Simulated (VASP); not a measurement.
Here is a VASP 6.6.1 calculation.

Contents of POSCAR:

```
NaCaI3
1.0
    6.1258977403      0.0000000000      0.0000000000
    0.0000000000      6.1258977403      0.0000000000
    0.0000000000      0.0000000000      6.1258977403
Na Ca I
1 1 3
Direct
    0.0000000000      0.0000000000      0.0000000000
    0.5000000000      0.5000000000      0.5000000000
    0.5000000000      0.5000000000      0.0000000000
    0.5000000000      0.0000000000      0.5000000000
    0.0000000000      0.5000000000      0.5000000000
```

Contents of INCAR.step1:

```
PREC = Accurate ; ENCUT = 520
ISMEAR = 0 ; SIGMA = 0.01
LREAL = F ; LASPH = T
NELM = 100 ; NBANDS = 27
GGA = PE ; ALGO = Normal
EDIFF = 1E-4 ; LWAVE = T
LCHARG = F
```

File INCAR.step2:

```
PREC = Accurate ; ENCUT = 520
EDIFF = 1E-6 ; ISMEAR = 0
SIGMA = 0.01 ; LREAL = F
LASPH = T ; NELM = 100
ALGO = Normal ; ISIF = 2
LWAVE = F ; LCHARG = F
METAGGA = R2SCAN ; LMIXTAU = T
NBANDS = 27 ; ISTART = 1
```

Contents of KPOINTS:

```
Automatic mesh
0
Gamma
  4 4 4
```

Potentials or basis: VASP PAW PBE potentials, release 64 (Na_pv, Ca_sv, I).

Launch:

```sh
$ cat potpaw_PBE.64/Na_pv/POTCAR potpaw_PBE.64/Ca_sv/POTCAR potpaw_PBE.64/I/POTCAR > POTCAR
$ cp INCAR.step1 INCAR
$ mpirun -np 1 vasp_std > vasp.out
$ cp INCAR.step2 INCAR
$ mpirun -np 1 vasp_std > vasp.out
```

**Question.** Predict the band gap on the k mesh.

**Answer.** 3.07 eV (least direct gap 3.44 eV).

**Question.** Estimate the pressure.

**Answer.** 0.0 GPa.

Caveat: the PAW data sets were made with another functional, which shifts forces and pressure a little; spin-orbit coupling is left out, which moves the levels of the heavy elements. A k mesh can miss the band edges.
